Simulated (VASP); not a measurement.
# C (Fd-3m) in VASP: notebook, part 2 of 2

VASP 6.6.1.

**3. G0W0 quasiparticle levels, PBE**

POSCAR reads:

```
C
1.0
    0.0000000000      1.7801241434      1.7801241434
    1.7801241434      0.0000000000      1.7801241434
    1.7801241434      1.7801241434      0.0000000000
C
2
Direct
    0.0000000000      0.0000000000      0.0000000000
    0.2500000000      0.2500000000      0.2500000000
```

INCAR.step1 reads:

```
ALGO = Normal ; EDIFF = 1E-8
ENCUT = 500 ; GGA = PE
ISMEAR = 0 ; LASPH = True
LCHARG = False ; LREAL = False
LWAVE = True ; NELM = 60
PREC = Accurate ; SIGMA = 0.01
```

INCAR.step2 reads:

```
ALGO = Exact ; EDIFF = 1E-8
ENCUT = 500 ; GGA = PE
ISMEAR = 0 ; ISTART = 1
LASPH = True ; LCHARG = False
LOPTICS = True ; LREAL = False
LWAVE = True ; NBANDS = 46
NELM = 1 ; PREC = Accurate
SIGMA = 0.01
```

INCAR.step3 reads:

```
ALGO = EVGW0 ; EDIFF = 1E-8
ENCUT = 500 ; ENCUTGW = 140.0
GGA = PE ; ISMEAR = 0
ISTART = 1 ; LASPH = True
LCHARG = False ; LREAL = False
LWAVE = False ; NBANDS = 46
NBANDSGW = 12 ; NELMGW = 1
NOMEGA = 48 ; PREC = Accurate
PRECFOCK = Fast ; SIGMA = 0.01
```

KPOINTS reads:

```
k-points
0
Gamma
  6 6 6
```

Potentials or basis: VASP PAW PBE potentials, release 64 (C_GW).

Started as:

```sh
cat potpaw_PBE.64/C_GW/POTCAR > POTCAR
cp INCAR.step1 INCAR
mpirun -np 1 vasp_std > vasp.out
cp INCAR.step2 INCAR
mpirun -np 1 vasp_std > vasp.out
cp INCAR.step3 INCAR
mpirun -np 1 vasp_std > vasp.out
```

OUTCAR:

```text
EDIFF = 1E-8
   ENCUT = 500
   ENCUTGW = 140.0
   GGA = PE
   ISMEAR = 0
   ISTART = 1
   LASPH = True
   LREAL = False
   NELMGW = 1
   PREC = Accurate
   PRECFOCK = Fast

 ion  position               nearest neighbor table
   1  0.000  0.000  0.000-   2 1.54   2 1.54   2 1.54   2 1.54
   2  0.250  0.250  0.250-   1 1.54   1 1.54   1 1.54   1 1.54

  LATTYP: Found a face centered cubic cell.
 ALAT       =     3.5602482868

  Lattice vectors:

 A1 = (   0.0000000000,   1.7801241434,   1.7801241434)
 A2 = (   1.7801241434,   0.0000000000,   1.7801241434)
 A3 = (   1.7801241434,   1.7801241434,   0.0000000000)

Analysis of symmetry for initial positions (statically):
=====================================================================
 Subroutine PRICEL returns:
 Original cell was already a primitive cell.

 Routine SETGRP: Setting up the symmetry group for a
 face centered cubic supercell.

 Subroutine GETGRP returns: Found 48 space group operations
 (whereof 24 operations were pure point group operations)
 out of a pool of 48 trial point group operations.

The static configuration has the point symmetry T_d .
 The point group associated with its full space group is O_h .

Analysis of symmetry for dynamics (positions and initial velocities):
=====================================================================
 Subroutine PRICEL returns:
 Original cell was already a primitive cell.

 Routine SETGRP: Setting up the symmetry group for a
 face centered cubic supercell.

 Subroutine GETGRP returns: Found 48 space group operations
 (whereof 24 operations were pure point group operations)
 out of a pool of 48 trial point group operations.

The dynamic configuration has the point symmetry T_d .
 The point group associated with its full space group is O_h .

 Subroutine INISYM returns: Found 48 space group operations
 (whereof 24 operations are pure point group operations),
 and found     1 'primitive' translations

----------------------------------------------------------------------------------------

                                     Primitive cell

  volume of cell :      11.2819

  direct lattice vectors                    reciprocal lattice vectors
     0.000000000  1.780124143  1.780124143    -0.280879287  0.280879287  0.280879287
     1.780124143  0.000000000  1.780124143     0.280879287 -0.280879287  0.280879287
     1.780124143  1.780124143  0.000000000     0.280879287  0.280879287 -0.280879287

  length of vectors
     2.517475706  2.517475706  2.517475706     0.486497196  0.486497196  0.486497196

  position of ions in fractional coordinates (direct lattice)
     0.000000000  0.000000000  0.000000000
     0.250000000  0.250000000  0.250000000

  ion indices of the primitive-cell ions
   primitive index   ion index
                 1           1
                 2           2

[... 21 lines left out ...]
 Subroutine IBZKPT returns following result:
 ===========================================

 Found     16 irreducible k-points:

 Following reciprocal coordinates:
            Coordinates               Weight
  0.000000  0.000000  0.000000      1.000000
  0.166667  0.000000  0.000000      8.000000
  0.333333  0.000000  0.000000      8.000000
  0.500000  0.000000  0.000000      4.000000
  0.166667  0.166667  0.000000      6.000000
  0.333333  0.166667  0.000000     24.000000
[... 8 lines left out ...]
 -0.333333  0.333333  0.166667     24.000000
 -0.333333  0.500000  0.166667     12.000000
   k-points           NKPTS =     16   k-points in BZ     NKDIM =    216   number of bands    NBANDS=     46
   number of dos      NEDOS =    301   number of ions     NIONS =      2
   total plane-waves  NPLWV =   5832
   dimension x,y,z NGX =    18 NGY =   18 NGZ =   18
   dimension x,y,z NGXF=    36 NGYF=   36 NGZF=   36
   ions per type =               2
   NGX,Y,Z   is equivalent  to a cutoff of  11.89, 11.89, 11.89 a.u.
   NGXF,Y,Z  is equivalent  to a cutoff of  23.77, 23.77, 23.77 a.u.
 SYSTEM =  unknown system
   PREC   = accura    normal or accurate (medium, high low for compatibility)
   ISTART =      1    job   : 0-new  1-cont  2-samecut
   ICHARG =      0    charge: 1-file 2-atom 10-const
   ISPIN  =      1    spin polarized calculation?
   LNONCOLLINEAR =      F non collinear calculations
   LSORBIT =      F    spin-orbit coupling
   LASPH  =      T    aspherical Exc in radial PAW
   ENCUT  =  500.0 eV  36.75 Ry    6.06 a.u.   4.59  4.59  4.59*2*pi/ulx,y,z
   NELM   =     60;   NELMIN=  2; NELMDL=  0     # of ELM steps
   EDIFF  = 0.1E-07   stopping-criterion for ELM
   LREAL  =      F    real-space projection
   EDIFFG = 0.1E-06   stopping-criterion for IOM
   NSW    =      0    number of steps for IOM
   IBRION =     -1    ionic relax: 0-MD 1-quasi-New 2-CG
   NFREE  =      0    steps in history (QN), initial steepest desc. (CG)
   ISIF   =      0    stress and relaxation
   ISYM   =      3    0-nonsym 1-usesym 2-fastsym
   POTIM  = 0.5000    time-step for ionic-motion
   TEBEG  =    0.0;   TEEND  =   0.0 temperature during run
   PSTRESS=    0.0 pullay stress
   NELECT =       8.0000    total number of electrons
   NUPDOWN=      -1.0000    fix difference up-down
   EMIN   =  10.00;   EMAX   =-10.00  energy-range for DOS
   EFERMI =   0.00;   METHOD = LEGACY
   ISMEAR =     0;   SIGMA  =   0.01  broadening in eV -4-tet -1-fermi 0-gaus
   EFERMI_NEDOS =   21; number of points for ismear=-14 and -15
   IALGO  =     38    algorithm
   IMIX   =      4    mixing-type and parameters
     AMIX     =   0.40;   BMIX     =  1.00
     AMIX_MAG =   1.60;   BMIX_MAG =  1.00
  volume/ion in A,a.u.               =       5.64        38.07
  Fermi-wavevector in a.u.,A,eV,Ry     =   1.459860  2.758735 28.996616  2.131191
  Thomas-Fermi vector in A             =   2.576377
   LORBIT       =      0    0 simple, 1 ext, 2 COOP (PROOUT), +10 PAW based schemes
   GGA     = PE    functional components
   LHFCALC =     T    Hartree Fock is set to
   PRECFOCK=fast      Normal, Fast or Accurate (Low or Medium for compatibility)
   ENCUT4O =  -1.0   cutoff for four orbital integrals eV
   NKREDX  =     1    reduce k-point grid by
   NKREDY  =     1    reduce k-point grid by
   NKREDZ  =     1    reduce k-point grid by
   AEXX    =    1.0000 exact exchange contribution
   HFSCREEN=    0.0000 screening length (either q_TF or 0.3 A-1)
   HFSCREENC=   0.0000 screening length for correlation (either q_TF or 0.3 A-1)
   ENCUTFOCK=  -1.0 apply spherical cutoff to Coloumb kernel
   IVDW    =     0    specifies the selected vdW correction
   LEPSILON=     F    determine dielectric tensor
   LRPA    =     F    only Hartree local field effects (RPA)
   LRPAFORCE           =     F    calculate RPA forces
   ENCUTGW             = 140.0    cutoff for response function in eV
   ENCUTGWSOFT         = 112.0    soft cutoff for Coulomb kernel in GW response function in eV
   ENCUTLF             =  -1.0    cutoff for local field effects
   NELMGW              =     1    number of iterations in solving QP/BSE equation
   NELMHF              =     1    number of iterations in the inner HF iteration
   NKREDLFX            =     1    NKREDLFY  =   1   NKREDLFZ  =   1
 non-spin polarized calculation
 Gauss-broadening in eV      SIGMA  =   0.01
  energy-cutoff  :      500.00
  volume of cell :       11.28
 maximum number of plane-waves:       302
  NGX = 12; NGY = 12; NGZ = 12
   NGX =  9   NGY =  9   NGZ =  9
 maximum number of plane-waves:        51

 QP shifts <psi_nk| G(iteration)W_0 |psi_nk>: iteration 1
 for sc-GW calculations column KS-energies equals QP-energies in previous step
 and V_xc(KS)=  KS-energies - (<T + V_ion + V_H > + <T+V_H+V_ion>^1  + <V_x>^1)

 k-point   1 :       0.0000    0.0000    0.0000
  band No.  KS-energies  QP-energies   sigma(KS)   V_xc(KS)     V^pw_x(r,r')   Z            occupation Imag(sigma)

      1     -11.7046     -13.2881     -16.8864     -14.7920     -25.4559       0.7561       2.0000       1.4730
      2       9.8438       9.3850     -17.3694     -16.8145     -19.2155       0.8266       2.0000       0.0763
      3       9.8438       9.3850     -17.3694     -16.8145     -19.2155       0.8266       2.0000       0.0763
      4       9.8438       9.3850     -17.3694     -16.8145     -19.2155       0.8266       2.0000       0.0763
      5      15.4505      16.6658     -14.0604     -15.5365      -9.3291       0.8233       0.0000      -0.1091
      6      15.4505      16.6658     -14.0604     -15.5365      -9.3291       0.8233       0.0000      -0.1091
      7      15.4505      16.6658     -14.0604     -15.5365      -9.3291       0.8233       0.0000      -0.1091
      8      23.2911      24.4667     -14.8651     -16.3841      -7.7685       0.7740       0.0000      -0.2607
      9      29.2089      29.6422     -11.3562     -11.8925      -4.3427       0.8080       0.0000      -0.4158
     10      36.4414      37.6321     -12.4752     -13.9081      -5.9182       0.8310       0.0000      -0.5955
     11      36.4414      37.6321     -12.4752     -13.9081      -5.9182       0.8310       0.0000      -0.5955
     12      37.4454      38.0113     -10.8570     -11.5373      -3.2737       0.8319       0.0000      -1.0669
[... 228 lines left out ...]
      1      -2.4120      -3.6798     -17.4689     -15.8009     -23.3944       0.7600       2.0000       0.4191
      2      -2.4120      -3.6798     -17.4689     -15.8009     -23.3944       0.7600       2.0000       0.4191
      3       1.9896       0.9658     -16.4169     -15.1269     -20.2840       0.7937       2.0000       0.1798
      4       1.9896       0.9658     -16.4169     -15.1269     -20.2840       0.7937       2.0000       0.1798
      5      18.0912      19.0553     -13.0798     -14.2519      -7.6327       0.8226       0.0000      -0.1406
      6      18.0912      19.0553     -13.0798     -14.2519      -7.6327       0.8226       0.0000      -0.1406
      7      24.4266      25.9361     -14.3045     -16.2511      -6.9648       0.7754       0.0000      -0.2999
      8      24.4266      25.9361     -14.3045     -16.2511      -6.9648       0.7754       0.0000      -0.2999
      9      31.6282      32.9616     -13.5833     -15.2864      -5.4953       0.7829       0.0000      -0.6280
     10      31.6282      32.9616     -13.5833     -15.2864      -5.4953       0.7829       0.0000      -0.6280
     11      40.6171      41.6562     -12.1296     -13.4156      -4.2605       0.8080       0.0000      -1.0686
     12      40.6171      41.6562     -12.1296     -13.4156      -4.2605       0.8080       0.0000      -1.0686
```

Run time: 43 s. Hardware: 1 thread of AMD EPYC 9R45 (Zen 5), shared host; peak memory 0.16 GiB.

Results:

| Item | Value |
| --- | --- |
| Quasiparticle gap | 5.42 eV |
| Least direct quasiparticle gap | 7.28 eV |
| Band gap of the starting levels on the mesh | 4.17 eV |
| Least direct gap of the starting levels on the mesh | 5.61 eV |

Caveat: the k points lie up to 0.51 Å⁻¹ apart; bands, screening cutoff and mesh are small and nothing is extrapolated, so the quasiparticle values aren't converged.
